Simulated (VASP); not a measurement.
# Mg (Im-3m) in VASP: further runs

Runs on Mg. Level: PBE. Tasks: single point.

Program: VASP 6.6.1. These are calculated values, not measurements. Logs are shortened: lines on timing, memory, paths and dates and some standing lists are left out, and cuts for length are marked.

## 1. The cell of the first run

Symmetry: Im-3m, No. 229, cubic system. Conventional cell: a = 3.532 Å, b = 3.532 Å, c = 3.532 Å, α = 90.00°, β = 90.00°, γ = 90.00°. Within 4.0 Å of Mg (site symmetry m-3m) lie 14 Mg at 3.06 to 3.53 Å.

## 2. Single point, PBE (strained)

The input, INCAR:

```
SYSTEM = Mg
PREC     = Accurate       ! precision mode
ENCUT    = 520            ! plane-wave cutoff, eV
EDIFF    = 1E-6           ! SCF threshold, eV
ISMEAR   = 0              ! smearing method
SIGMA    = 0.1            ! smearing width, eV
LREAL    = .FALSE.        ! projectors in reciprocal space
LASPH    = .TRUE.         ! aspherical terms in the spheres
NELM     = 60             ! most SCF steps
ALGO     = Normal         ! electronic algorithm
ISIF     = 2              ! what is computed and relaxed
LWAVE    = .FALSE.        ! write WAVECAR
LCHARG   = .FALSE.        ! write CHGCAR
GGA      = PE             ! functional
NBANDS   = 7              ! bands
```

The input, KPOINTS:

```
Automatic mesh
0
G
  16 16 16
  0 0 0
```

The input, POSCAR:

```
Mg
1.0
   -1.7657798046      1.7657798046      1.7657798046
    1.7657798046     -1.7657798046      1.7657798046
    1.7657798046      1.7657798046     -1.7657798046
Mg
1
Direct
    0.0000000000      0.0000000000      0.0000000000
```

Potentials or basis: VASP PAW PBE potentials, release 64 (Mg).

The run is started by

```sh
$ cat potpaw_PBE.64/Mg/POTCAR > POTCAR
$ mpirun -np 1 vasp_std > vasp.out
```

OUTCAR:

```text
SYSTEM = Mg
   PREC = Accurate
   ENCUT = 520
   EDIFF = 1E-6
   ISMEAR = 0
   LREAL = .FALSE.
   LASPH = .TRUE.
   NELM = 60
   ISIF = 2
   GGA = PE

 ion  position               nearest neighbor table
   1  0.000  0.000  0.000-

  LATTYP: Found a body centered cubic cell.
 ALAT       =     3.5315596092

  Lattice vectors:

 A1 = (  -1.7657798046,   1.7657798046,   1.7657798046)
 A2 = (   1.7657798046,  -1.7657798046,   1.7657798046)
 A3 = (   1.7657798046,   1.7657798046,  -1.7657798046)

Analysis of symmetry for initial positions (statically):
=====================================================================
 Subroutine PRICEL returns:
 Original cell was already a primitive cell.

 Routine SETGRP: Setting up the symmetry group for a
 body centered cubic supercell.

 Subroutine GETGRP returns: Found 48 space group operations
 (whereof 48 operations were pure point group operations)
 out of a pool of 48 trial point group operations.

The static configuration has the point symmetry O_h .

Analysis of symmetry for dynamics (positions and initial velocities):
=====================================================================
 Subroutine PRICEL returns:
 Original cell was already a primitive cell.

 Routine SETGRP: Setting up the symmetry group for a
 body centered cubic supercell.

 Subroutine GETGRP returns: Found 48 space group operations
 (whereof 48 operations were pure point group operations)
 out of a pool of 48 trial point group operations.

The dynamic configuration has the point symmetry O_h .

 Subroutine INISYM returns: Found 48 space group operations
 (whereof 48 operations are pure point group operations),
 and found     1 'primitive' translations

----------------------------------------------------------------------------------------

                                     Primitive cell

  volume of cell :      22.0227

  direct lattice vectors                    reciprocal lattice vectors
    -1.765779805  1.765779805  1.765779805     0.000000000  0.283161014  0.283161014
     1.765779805 -1.765779805  1.765779805     0.283161014  0.000000000  0.283161014
     1.765779805  1.765779805 -1.765779805     0.283161014  0.283161014  0.000000000

  length of vectors
     3.058420337  3.058420337  3.058420337     0.400450146  0.400450146  0.400450146

  position of ions in fractional coordinates (direct lattice)
     0.000000000  0.000000000  0.000000000

  ion indices of the primitive-cell ions
   primitive index   ion index
                 1           1

----------------------------------------------------------------------------------------

 KPOINTS: Automatic mesh

Automatic generation of k-mesh.
 Grid dimensions read from file:
 generate k-points for:   16   16   16

 Generating k-lattice:

  Cartesian coordinates                     Fractional coordinates (reciprocal lattice)
     0.000000000  0.017697563  0.017697563     0.062500000  0.000000000  0.000000000
     0.017697563  0.000000000  0.017697563     0.000000000  0.062500000  0.000000000
     0.017697563  0.017697563  0.000000000     0.000000000  0.000000000  0.062500000

  Length of vectors
     0.025028134  0.025028134  0.025028134

  Shift w.r.t. Gamma in fractional coordinates (k-lattice)
     0.000000000  0.000000000  0.000000000

 Subroutine IBZKPT returns following result:
 ===========================================

 Found    145 irreducible k-points:

 Following reciprocal coordinates:
            Coordinates               Weight
  0.000000  0.000000  0.000000      1.000000
  0.062500  0.000000  0.000000     12.000000
  0.125000  0.000000  0.000000     12.000000
  0.187500  0.000000  0.000000     12.000000
  0.250000  0.000000  0.000000     12.000000
  0.312500  0.000000  0.000000     12.000000
[... 16 lines left out ...]
  0.187500  0.187500  0.000000     24.000000
  0.250000  0.187500  0.000000     48.000000
 [... further k-points ...]
   k-points           NKPTS =    145   k-points in BZ     NKDIM =    145   number of bands    NBANDS=      7
   number of dos      NEDOS =    301   number of ions     NIONS =      1
   total plane-waves  NPLWV =  13824
   dimension x,y,z NGX =    24 NGY =   24 NGZ =   24
   dimension x,y,z NGXF=    48 NGYF=   48 NGZF=   48
   ions per type =               1
   NGX,Y,Z   is equivalent  to a cutoff of  13.05, 13.05, 13.05 a.u.
   NGXF,Y,Z  is equivalent  to a cutoff of  26.09, 26.09, 26.09 a.u.
 SYSTEM =  Mg
   PREC   = accura    normal or accurate (medium, high low for compatibility)
   ISTART =      0    job   : 0-new  1-cont  2-samecut
   ICHARG =      2    charge: 1-file 2-atom 10-const
   ISPIN  =      1    spin polarized calculation?
   LNONCOLLINEAR =      F non collinear calculations
   LSORBIT =      F    spin-orbit coupling
   LASPH  =      T    aspherical Exc in radial PAW
   ENCUT  =  520.0 eV  38.22 Ry    6.18 a.u.   5.69  5.69  5.69*2*pi/ulx,y,z
   NELM   =     60;   NELMIN=  2; NELMDL= -5     # of ELM steps
   EDIFF  = 0.1E-05   stopping-criterion for ELM
   LREAL  =      F    real-space projection
   EDIFFG = 0.1E-04   stopping-criterion for IOM
   NSW    =      0    number of steps for IOM
   IBRION =     -1    ionic relax: 0-MD 1-quasi-New 2-CG
   NFREE  =      0    steps in history (QN), initial steepest desc. (CG)
   ISIF   =      2    stress and relaxation
   ISYM   =      2    0-nonsym 1-usesym 2-fastsym
   POTIM  = 0.5000    time-step for ionic-motion
   TEBEG  =    0.0;   TEEND  =   0.0 temperature during run
   PSTRESS=    0.0 pullay stress
   NELECT =       2.0000    total number of electrons
   NUPDOWN=      -1.0000    fix difference up-down
   EMIN   =  10.00;   EMAX   =-10.00  energy-range for DOS
   EFERMI =   0.00;   METHOD = LEGACY
   ISMEAR =     0;   SIGMA  =   0.10  broadening in eV -4-tet -1-fermi 0-gaus
   EFERMI_NEDOS =   21; number of points for ismear=-14 and -15
   IALGO  =     38    algorithm
   IMIX   =      4    mixing-type and parameters
     AMIX     =   0.40;   BMIX     =  1.00
     AMIX_MAG =   1.60;   BMIX_MAG =  1.00
  volume/ion in A,a.u.               =      22.02       148.62
  Fermi-wavevector in a.u.,A,eV,Ry     =   0.735860  1.390573  7.367410  0.541489
  Thomas-Fermi vector in A             =   1.829159
   LORBIT       =      0    0 simple, 1 ext, 2 COOP (PROOUT), +10 PAW based schemes
   GGA     = PE    functional components
   LHFCALC =     F    Hartree Fock is set to
   AEXX    =    0.0000 exact exchange contribution
   IVDW    =     0    specifies the selected vdW correction
   LEPSILON=     F    determine dielectric tensor
   LRPA    =     F    only Hartree local field effects (RPA)
 non-spin polarized calculation
 Gauss-broadening in eV      SIGMA  =   0.10
  energy-cutoff  :      520.00
  volume of cell :       22.02
 maximum number of plane-waves:       610
   NGX = 11   NGY = 11   NGZ = 11

 number of electron       2.0000000 magnetization

 Free energy of the ion-electron system (eV)
  ---------------------------------------------------
  ext. energy  EPLUGINS =         0.00000000
  ---------------------------------------------------
  free energy    TOTEN  =        -1.47478439 eV

  energy without entropy =       -1.47255955  energy(sigma->0) =       -1.47367197

 E-fermi :   2.8897     XC(G=0):  -8.6239

 val. band max:        2.8741526611   @ k =  -0.4375  -0.4375   0.1875
 cond. band min:       2.9471325726   @ k =  -0.4375  -0.4375   0.1250
 fundamental gap:      0.0729799115
 Fermi energy:         2.8897204748

 k-point     1 :       0.0000    0.0000    0.0000
  band No.  band energies     occupation
      1      -4.2549      2.00000
      2      16.1706      0.00000
      3      16.1706      0.00000
      4      16.1706      0.00000
      5      18.2291      0.00000
      6      18.2291      0.00000
      7      18.5506      0.00000

 k-point     2 :       0.0625    0.0000    0.0000
  band No.  band energies     occupation
      1      -4.1604      2.00000
      2      15.0689      0.00000
      3      15.6833      0.00000
      4      15.7443      0.00000
      5      17.3127      0.00000
      6      17.4594      0.00000
      7      18.6885      0.00000

 k-point     3 :       0.1250    0.0000    0.0000
  band No.  band energies     occupation
      1      -3.8772      2.00000
      2      12.9329      0.00000
      3      14.7665      0.00000
      4      14.9841      0.00000
      5      16.2790      0.00000
      6      16.9676      0.00000
      7      18.9204      0.00000

 k-point     4 :       0.1875    0.0000    0.0000
  band No.  band energies     occupation
      1      -3.4073      2.00000
      2      10.7345      0.00000
      3      13.8602      0.00000
      4      14.2556      0.00000
      5      15.3848      0.00000
      6      16.4475      0.00000
      7      19.3646      0.00000

 k-point     5 :       0.2500    0.0000    0.0000
  band No.  band energies     occupation
      1      -2.7534      2.00000
      2       8.6350      0.00000
      3      13.0795      0.00000
      4      13.6388      0.00000
      5      14.6501      0.00000
      6      15.9076      0.00000
      7      20.0105      0.00000

 k-point     6 :       0.3125    0.0000    0.0000
  band No.  band energies     occupation
      1      -1.9196      2.00000
      2       6.6691      0.00000
      3      12.4585      0.00000
      4      13.1536      0.00000
      5      14.0786      0.00000
      6      15.4208      0.00000
      7      20.6213      0.00000

 k-point     7 :       0.3750    0.0000    0.0000
  band No.  band energies     occupation
      1      -0.9119      2.00000
      2       4.8509      0.00000
      3      12.0100      0.00000
      4      12.8059      0.00000
      5      13.6709      0.00000
      6      15.0409      0.00000
      7      21.3333      0.00000
[... 121 lines left out ...]
 k-point    20 :       0.3125    0.1250    0.0000
  band No.  band energies     occupation
      1      -0.6392      2.00000
      2       5.0966      0.00000
      3       9.2779      0.00000
      4      12.2125      0.00000
      5      15.0476      0.00000
      6      17.6287      0.00000
      7      19.5685      0.00000

 k-point    21 :       0.3750    0.1250    0.0000
  band No.  band energies     occupation
      1       0.5243      2.00000
      2       3.4544      0.00000
      3       9.0155      0.00000
      4      11.9738      0.00000
      5      14.8104      0.00000
      6      17.5226      0.00000
      7      20.3643      0.00000

 k-point    22 :       0.4375    0.1250    0.0000
  band No.  band energies     occupation
      1       1.5810      2.00000
      2       2.2377      2.00000
      3       8.9281      0.00000
      4      11.8939      0.00000
      5      14.7302      0.00000
      6      17.4743      0.00000
      7      20.9296      0.00000

 k-point    23 :       0.1875    0.1875    0.0000
  band No.  band energies     occupation
      1      -1.7354      2.00000
      2       7.8006      0.00000
      3       8.6823      0.00000
      4      12.5386      0.00000
      5      16.2070      0.00000
      6      17.2295      0.00000
      7      20.6920      0.00000

 k-point    24 :       0.2500    0.1875    0.0000
  band No.  band energies     occupation
      1      -0.8206      2.00000
      2       6.2215      0.00000
      3       7.8761      0.00000
      4      12.0641      0.00000
      5      16.0777      0.00000
      6      17.6736      0.00000
      7      20.3869      0.00000

 [... further k-points ...]
[... 5 lines left out ...]
  --------------------------------------------------------------------------------------
  -------------------------------------------------------------------------------------
  Total        0.1952556      0.1952556      0.1952556      0.0000000      0.0000000     -0.0000000
  in kB       14.2051055     14.2051055     14.2051055      0.0000000      0.0000000     -0.0000000
  external PRESSURE =      14.2051055 kB  Pullay stress =       0.0000000 kB

 VOLUME and BASIS-vectors are now :
 -----------------------------------------------------------------------------
  energy-cutoff  :      520.00
  volume of cell :       22.02
      direct lattice vectors                 reciprocal lattice vectors
    -1.765779805  1.765779805  1.765779805     0.000000000  0.283161014  0.283161014
     1.765779805 -1.765779805  1.765779805     0.283161014  0.000000000  0.283161014
     1.765779805  1.765779805 -1.765779805     0.283161014  0.283161014  0.000000000

 POSITION                                       TOTAL-FORCE (eV/Angst)
 -----------------------------------------------------------------------------------
      0.00000      0.00000      0.00000         0.000000      0.000000     -0.000000
 -----------------------------------------------------------------------------------
    total drift:                                0.000000      0.000000      0.000000

  FREE ENERGIE OF THE ION-ELECTRON SYSTEM (eV)
  ---------------------------------------------------
  free  energy   TOTEN  =        -1.4747843920 eV

  energy  without entropy=       -1.4725595531  energy(sigma->0) =       -1.47367197
```

Wall time 13 s (1 thread of AMD EPYC 7R13 (Zen 3), shared host); peak memory 0.12 GiB.

What came out:

```
Free energy            : -1.4748 eV
Pressure               : 1.4 GPa
Band gap on the k mesh : zero (band 1 reaches 6.85 eV, above the bottom of band 2 at 1.97 eV)
```

Caveat: the cell differs from its parent crystal (strained).

## 3. Single point, PBE (strained)

The input, INCAR:

```
SYSTEM = Mg
ALGO = Normal
EDIFF = 1E-6
ENCUT = 520
GGA = PE
ISIF = 2
ISMEAR = 0
LASPH = .TRUE.
LCHARG = .FALSE.
LREAL = .FALSE.
LWAVE = .FALSE.
NBANDS = 7
NELM = 60
PREC = Accurate
SIGMA = 0.1
```

The input, KPOINTS:

```
k-points
0
G
  16 16 16
  0 0 0
```

The input, POSCAR:

```
Mg
1.0
   -1.8566871680      1.8566871680      1.8566871680
    1.8566871680     -1.8566871680      1.8566871680
    1.8566871680      1.8566871680     -1.8566871680
Mg
1
Direct
    0.0000000000      0.0000000000      0.0000000000
```

Potentials or basis: VASP PAW PBE potentials, release 64 (Mg).

The run is started by

```sh
$ cat potpaw_PBE.64/Mg/POTCAR > POTCAR
$ mpirun -np 1 vasp_std > vasp.out
```

Wall time 18 s (1 thread of AMD EPYC 7R13 (Zen 3), shared host); peak memory 0.12 GiB.

Results (log left out):

```
Free energy            : -1.4487 eV
Pressure               : -3.2 GPa
Band gap on the k mesh : zero (band 1 reaches 5.65 eV, above the bottom of band 2 at 1.17 eV)
```

Levels at points of the mesh, in eV from the Fermi level:
```csv
k point,band 1,band 2,band 3,band 4
"(0.00, 0.00, 0.00)",-6.50,12.28,12.28,12.28
"(0.50, 0.00, 0.00)",-1.34,-0.95,8.23,8.50
"(0.50, 0.50, 0.50)",3.53,3.53,3.53,3.95
```

Caveat: the cell differs from its parent crystal (strained).
